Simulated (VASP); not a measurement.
Here is a VASP 6.6.1 calculation.

The input INCAR:

```
  ALGO = Normal
  EDIFF = 1E-6
  ENCUT = 520
  GGA = PS
  ISIF = 2
  ISMEAR = -1
  LASPH = True
  LCHARG = False
  LREAL = False
  LWAVE = False
  NBANDS = 10
  NELM = 60
  PREC = Accurate
  SIGMA = 0.1
```

File KPOINTS:

```
k-points
0
Gamma
  20 20 20
```

POSCAR

```
F
1.0
   -1.1624931819      1.1624931819      1.1624931819
    1.1624931819     -1.1624931819      1.1624931819
    1.1624931819      1.1624931819     -1.1624931819
F
1
Direct
    0.0000000000      0.0000000000      0.0000000000
```

Potentials or basis: VASP PAW PBE potentials, release 64 (F).

Run with:

```bash
$ cat potpaw_PBE.64/F/POTCAR > POTCAR
$ mpirun -np 1 vasp_std > vasp.out
```

(1) Estimate the pressure.

Results:

(1) 74.2 GPa.

Caveat: the PAW data sets were made with another functional, which shifts forces and pressure a little; an odd number of electrons without spin polarisation forces a metal; a magnetic or distorted state may lie lower.
